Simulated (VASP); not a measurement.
# Sr (P6_3/mmc) in VASP: notebook

Sr is run at these levels: PBEsol; tasks: single point.

Program: VASP 6.6.1. These are calculated values, not measurements. Logs are shortened: lines on timing, memory, paths and dates and some standing lists are left out, and cuts for length are marked.

### Step 1. The cell of the first run

The structure is hexagonal, space group P6_3/mmc (No. 194). The conventional cell has a = 3.636 Å, b = 3.636 Å, c = 6.928 Å, α = 90.00°, β = 90.00°, γ = 120.00°. Within 4.8 Å of Sr (site symmetry -6m2) lie 12 Sr at 3.64 to 4.05 Å.

This isn't the form of Sr at room conditions, which is fcc.

### Step 2. Single point, PBEsol

INCAR reads:

```
SYSTEM = Sr
ALGO = Normal
EDIFF = 1E-6
ENCUT = 520
GGA = PS
ISIF = 2
ISMEAR = 0
LASPH = .TRUE.
LCHARG = .FALSE.
LREAL = .FALSE.
LWAVE = .FALSE.
NBANDS = 17
NELM = 100
PREC = Accurate
SIGMA = 0.1
```

KPOINTS reads:

```
k-points
0
G
  6 6 4
  0 0 0
```

POSCAR reads:

```
Sr
1.0
    3.6357840198      0.0000000000      0.0000000000
   -1.8178920099      3.1486813238      0.0000000000
    0.0000000000      0.0000000000      6.9281285348
Sr
2
Direct
    0.3333333333      0.6666666667      0.2500000000
    0.6666666667      0.3333333333      0.7500000000
```

Potentials or basis: VASP PAW PBE potentials, release 64 (Sr_sv).

On the command line:

```
cat potpaw_PBE.64/Sr_sv/POTCAR > POTCAR
mpirun -np 1 vasp_std > vasp.out
```

OUTCAR:

```text
SYSTEM = Sr
   EDIFF = 1E-6
   ENCUT = 520
   GGA = PS
   ISIF = 2
   ISMEAR = 0
   LASPH = .TRUE.
   LREAL = .FALSE.
   NELM = 100
   PREC = Accurate

 ion  position               nearest neighbor table
   1  0.333  0.667  0.250-   2 4.05   2 4.05   2 4.05   2 4.05   2 4.05   2 4.05
   2  0.667  0.333  0.750-   1 4.05   1 4.05   1 4.05   1 4.05   1 4.05   1 4.05

  LATTYP: Found a hexagonal cell.
 ALAT       =     3.6357840198
 C/A-ratio  =     1.9055390796

  Lattice vectors:

 A1 = (   3.6357840198,   0.0000000000,   0.0000000000)
 A2 = (  -1.8178920099,   3.1486813238,   0.0000000000)
 A3 = (   0.0000000000,   0.0000000000,   6.9281285348)

Analysis of symmetry for initial positions (statically):
=====================================================================
 Subroutine PRICEL returns:
 Original cell was already a primitive cell.

 Routine SETGRP: Setting up the symmetry group for a
 hexagonal supercell.

 Subroutine GETGRP returns: Found 24 space group operations
 (whereof 12 operations were pure point group operations)
 out of a pool of 24 trial point group operations.

The static configuration has the point symmetry D_3d.
 The point group associated with its full space group is D_6h.

Analysis of symmetry for dynamics (positions and initial velocities):
=====================================================================
 Subroutine PRICEL returns:
 Original cell was already a primitive cell.

 Routine SETGRP: Setting up the symmetry group for a
 hexagonal supercell.

 Subroutine GETGRP returns: Found 24 space group operations
 (whereof 12 operations were pure point group operations)
 out of a pool of 24 trial point group operations.

The dynamic configuration has the point symmetry D_3d.
 The point group associated with its full space group is D_6h.

 Subroutine INISYM returns: Found 24 space group operations
 (whereof 12 operations are pure point group operations),
 and found     1 'primitive' translations

----------------------------------------------------------------------------------------

                                     Primitive cell

  volume of cell :      79.3127

  direct lattice vectors                    reciprocal lattice vectors
     3.635784020  0.000000000  0.000000000     0.275043840  0.158796635  0.000000000
    -1.817892010  3.148681324  0.000000000     0.000000000  0.317593271  0.000000000
     0.000000000  0.000000000  6.928128535     0.000000000  0.000000000  0.144339123

  length of vectors
     3.635784020  3.635784020  6.928128535     0.317593271  0.317593271  0.144339123

  position of ions in fractional coordinates (direct lattice)
     0.333333333  0.666666667  0.250000000
     0.666666667  0.333333333  0.750000000

  ion indices of the primitive-cell ions
   primitive index   ion index
                 1           1
                 2           2

----------------------------------------------------------------------------------------

 KPOINTS: k-points

Automatic generation of k-mesh.
 Grid dimensions read from file:
 generate k-points for:    6    6    4

 Generating k-lattice:

  Cartesian coordinates                     Fractional coordinates (reciprocal lattice)
     0.045840640  0.026466106  0.000000000     0.166666667  0.000000000  0.000000000
     0.000000000  0.052932212  0.000000000     0.000000000  0.166666667  0.000000000
     0.000000000  0.000000000  0.036084781     0.000000000  0.000000000  0.250000000

  Length of vectors
     0.052932212  0.052932212  0.036084781

  Shift w.r.t. Gamma in fractional coordinates (k-lattice)
     0.000000000  0.000000000  0.000000000

 Subroutine IBZKPT returns following result:
 ===========================================

 Found     21 irreducible k-points:

 Following reciprocal coordinates:
            Coordinates               Weight
  0.000000  0.000000  0.000000      1.000000
  0.166667 -0.000000  0.000000      6.000000
  0.333333  0.000000  0.000000      6.000000
  0.500000  0.000000  0.000000      3.000000
  0.166667  0.166667  0.000000      6.000000
  0.333333  0.166667  0.000000     12.000000
[... 13 lines left out ...]
  0.333333  0.166667  0.500000     12.000000
  0.333333  0.333333  0.500000      2.000000
   k-points           NKPTS =     21   k-points in BZ     NKDIM =     21   number of bands    NBANDS=     17
   number of dos      NEDOS =    301   number of ions     NIONS =      2
   total plane-waves  NPLWV =  42336
   dimension x,y,z NGX =    28 NGY =   28 NGZ =   54
   dimension x,y,z NGXF=    56 NGYF=   56 NGZF=  108
   ions per type =               2
   NGX,Y,Z   is equivalent  to a cutoff of  12.80, 12.80, 12.96 a.u.
   NGXF,Y,Z  is equivalent  to a cutoff of  25.61, 25.61, 25.92 a.u.
 SYSTEM =  Sr
   PREC   = accura    normal or accurate (medium, high low for compatibility)
   ISTART =      0    job   : 0-new  1-cont  2-samecut
   ICHARG =      2    charge: 1-file 2-atom 10-const
   ISPIN  =      1    spin polarized calculation?
   LNONCOLLINEAR =      F non collinear calculations
   LSORBIT =      F    spin-orbit coupling
   LASPH  =      T    aspherical Exc in radial PAW
   ENCUT  =  520.0 eV  38.22 Ry    6.18 a.u.   6.76  6.76 12.88*2*pi/ulx,y,z
   NELM   =    100;   NELMIN=  2; NELMDL= -5     # of ELM steps
   EDIFF  = 0.1E-05   stopping-criterion for ELM
   LREAL  =      F    real-space projection
   EDIFFG = 0.1E-04   stopping-criterion for IOM
   NSW    =      0    number of steps for IOM
   IBRION =     -1    ionic relax: 0-MD 1-quasi-New 2-CG
   NFREE  =      0    steps in history (QN), initial steepest desc. (CG)
   ISIF   =      2    stress and relaxation
   ISYM   =      2    0-nonsym 1-usesym 2-fastsym
   POTIM  = 0.5000    time-step for ionic-motion
   TEBEG  =    0.0;   TEEND  =   0.0 temperature during run
   PSTRESS=    0.0 pullay stress
   NELECT =      20.0000    total number of electrons
   NUPDOWN=      -1.0000    fix difference up-down
   EMIN   =  10.00;   EMAX   =-10.00  energy-range for DOS
   EFERMI =   0.00;   METHOD = LEGACY
   ISMEAR =     0;   SIGMA  =   0.10  broadening in eV -4-tet -1-fermi 0-gaus
   EFERMI_NEDOS =   21; number of points for ismear=-14 and -15
   IALGO  =     38    algorithm
   IMIX   =      4    mixing-type and parameters
     AMIX     =   0.40;   BMIX     =  1.00
     AMIX_MAG =   1.60;   BMIX_MAG =  1.00
  volume/ion in A,a.u.               =      39.66       267.61
  Fermi-wavevector in a.u.,A,eV,Ry     =   1.034278  1.954502 14.554572  1.069731
  Thomas-Fermi vector in A             =   2.168565
   LORBIT       =      0    0 simple, 1 ext, 2 COOP (PROOUT), +10 PAW based schemes
   GGA     = PS    functional components
   LHFCALC =     F    Hartree Fock is set to
   AEXX    =    0.0000 exact exchange contribution
   IVDW    =     0    specifies the selected vdW correction
   LEPSILON=     F    determine dielectric tensor
   LRPA    =     F    only Hartree local field effects (RPA)
 non-spin polarized calculation
 Gauss-broadening in eV      SIGMA  =   0.10
  energy-cutoff  :      520.00
  volume of cell :       79.31
 maximum number of plane-waves:      2149
 NGX is ok and might be reduce to    28
   NGX = 13   NGY = 13   NGZ = 25

 number of electron      20.0000000 magnetization

 Free energy of the ion-electron system (eV)
  ---------------------------------------------------
  ext. energy  EPLUGINS =         0.00000000
  ---------------------------------------------------
  free energy    TOTEN  =        -3.19483966 eV

  energy without entropy =       -3.18853222  energy(sigma->0) =       -3.19168594

 E-fermi :   2.6734     XC(G=0):  -8.5209

 val. band max:        2.6166517824   @ k =   0.1667  -0.0000   0.0000
 cond. band min:       2.7458130793   @ k =   0.5000   0.0000   0.2500
 fundamental gap:      0.1291612970
 Fermi energy:         2.6734120874

 k-point     1 :       0.0000    0.0000    0.0000
  band No.  band energies     occupation
      1     -33.3055      2.00000
      2     -33.2752      2.00000
      3     -15.5069      2.00000
      4     -15.1063      2.00000
      5     -15.0514      2.00000
      6     -15.0514      2.00000
[... 9 lines left out ...]
     16       5.8484      0.00000
     17       7.4828      0.00000

 k-point     2 :       0.1667   -0.0000    0.0000
  band No.  band energies     occupation
      1     -33.2846      2.00000
      2     -33.2579      2.00000
      3     -15.4542      2.00000
      4     -15.2384      2.00000
      5     -15.2089      2.00000
      6     -15.1018      2.00000
[... 9 lines left out ...]
     16       6.1518      0.00000
     17       6.4849      0.00000

 k-point     3 :       0.3333    0.0000    0.0000
  band No.  band energies     occupation
      1     -33.2414      2.00000
      2     -33.2241      2.00000
      3     -15.5979      2.00000
      4     -15.5553      2.00000
      5     -15.3336      2.00000
      6     -15.1845      2.00000
[... 9 lines left out ...]
     16       6.4028      0.00000
     17       7.8698      0.00000

 k-point     4 :       0.5000    0.0000    0.0000
  band No.  band energies     occupation
      1     -33.2182      2.00000
      2     -33.2085      2.00000
      3     -15.7693      2.00000
      4     -15.7182      2.00000
      5     -15.2523      2.00000
      6     -15.2267      2.00000
[... 9 lines left out ...]
     16       7.8107      0.00000
     17       8.7973      0.00000
[... 283 lines left out ...]
      1     -33.2425      2.00000
      2     -33.2425      2.00000
      3     -15.4778      2.00000
      4     -15.4778      2.00000
      5     -15.2223      2.00000
      6     -15.2223      2.00000
[... 9 lines left out ...]
     16       6.4557      0.00000
     17       7.4250      0.00000

 k-point    20 :       0.3333    0.1667    0.5000
  band No.  band energies     occupation
      1     -33.2133      2.00000
      2     -33.2133      2.00000
      3     -15.6696      2.00000
      4     -15.6696      2.00000
      5     -15.3048      2.00000
      6     -15.3048      2.00000
[... 9 lines left out ...]
     16       5.9762      0.00000
     17       8.0420      0.00000

 k-point    21 :       0.3333    0.3333    0.5000
  band No.  band energies     occupation
      1     -33.2036      2.00000
      2     -33.2036      2.00000
      3     -15.5571      2.00000
      4     -15.5571      2.00000
      5     -15.5298      2.00000
      6     -15.5298      2.00000
[... 9 lines left out ...]
     16       5.6243      0.00000
     17       8.5754      0.00000

------------------------ aborting loop because EDIFF is reached ----------------------------------------

  FORCE on cell =-STRESS in cart. coord.  units (eV):
  Direction    XX          YY          ZZ          XY          YZ          ZX
  --------------------------------------------------------------------------------------
  -------------------------------------------------------------------------------------
  Total        3.6838343      3.6838343      0.3514599      0.0000000     -0.0000000      0.0000000
  in kB       74.4162793     74.4162793      7.0997587      0.0000000     -0.0000000      0.0000000
  external PRESSURE =      51.9774391 kB  Pullay stress =       0.0000000 kB

 VOLUME and BASIS-vectors are now :
 -----------------------------------------------------------------------------
  energy-cutoff  :      520.00
  volume of cell :       79.31
      direct lattice vectors                 reciprocal lattice vectors
     3.635784020  0.000000000  0.000000000     0.275043840  0.158796635  0.000000000
    -1.817892010  3.148681324  0.000000000     0.000000000  0.317593271  0.000000000
     0.000000000  0.000000000  6.928128535     0.000000000  0.000000000  0.144339123

 POSITION                                       TOTAL-FORCE (eV/Angst)
 -----------------------------------------------------------------------------------
     -0.00000      2.09912      1.73203        -0.000000     -0.000000      0.000000
      1.81789      1.04956      5.19610         0.000000      0.000000      0.000000
 -----------------------------------------------------------------------------------
    total drift:                               -0.000000      0.000000     -0.000000

  FREE ENERGIE OF THE ION-ELECTRON SYSTEM (eV)
  ---------------------------------------------------
  free  energy   TOTEN  =        -3.1948396602 eV

  energy  without entropy=       -3.1885322239  energy(sigma->0) =       -3.19168594
```

It took 30 s on 1 thread of AMD EPYC 7R13, shared host; peak memory 0.17 GiB.

What came out:

- Free energy: -3.1948 eV
- Pressure: 5.2 GPa
- Band gap on the k mesh: zero (bands 10 and 11 overlap by 0.73 eV)

Caveat: the stress differs along the axes, from 1 to 7 GPa; the PAW data sets were made with another functional, which shifts forces and pressure a little.

### Step 3. Single point, PBEsol

This run uses another cell than the first one, of 52.56 Å³/atom.

INCAR reads:

```
  PREC = Accurate
  ENCUT = 520
  EDIFF = 1E-7
  ISMEAR = 0
  SIGMA = 0.1
  LREAL = F
  LASPH = T
  NELM = 100
  ALGO = Fast
  ISIF = 2
  LWAVE = F
  LCHARG = T
  GGA = PS
  LELF = T
  LVHAR = T
  NBANDS = 17
```

KPOINTS reads:

```
regular mesh
0
Gamma
  12 12 6
```

POSCAR reads:

```
Sr
1.0
    4.1964590751      0.0000000000      0.0000000000
   -2.0982295376      3.6342401650      0.0000000000
    0.0000000000      0.0000000000      6.8926690420
Sr
2
Direct
    0.3333333333      0.6666666667      0.2500000000
    0.6666666667      0.3333333333      0.7500000000
```

Potentials or basis: VASP PAW PBE potentials, release 64 (Sr_sv).

On the command line:

```
cat potpaw_PBE.64/Sr_sv/POTCAR > POTCAR
mpirun -np 1 vasp_std > vasp.out
```

Wall time 4.3 min (1 thread of AMD EPYC 7R13, shared host); peak memory 0.26 GiB.

It converged, with:

```yaml
Free_energy: -3.6757 eV
Pressure: 0.0 GPa
Band_gap_on_the_k_mesh: zero (bands 10 and 11 overlap by 0.23 eV)
```

Levels at points of the mesh, in eV from the Fermi level:
| k point | band 8 | band 9 | band 10 | band 11 | band 12 | band 13 |
| --- | --- | --- | --- | --- | --- | --- |
| (0.00, 0.00, 0.00) | -18.36 | -3.75 | -1.21 | 0.09 | 2.30 | 2.33 |
| (0.50, 0.00, 0.00) | -18.39 | -1.15 | -0.54 | 0.01 | 0.21 | 1.33 |
| (0.00, 0.00, 0.50) | -18.37 | -2.78 | -2.78 | 1.25 | 1.25 | 2.32 |
| (0.50, 0.00, 0.50) | -18.42 | -0.86 | -0.86 | 0.28 | 0.28 | 1.32 |

Caveat: the PAW data sets were made with another functional, which shifts forces and pressure a little.

The gap in the log of VASP goes by the Fermi energy; the results here count the filled bands.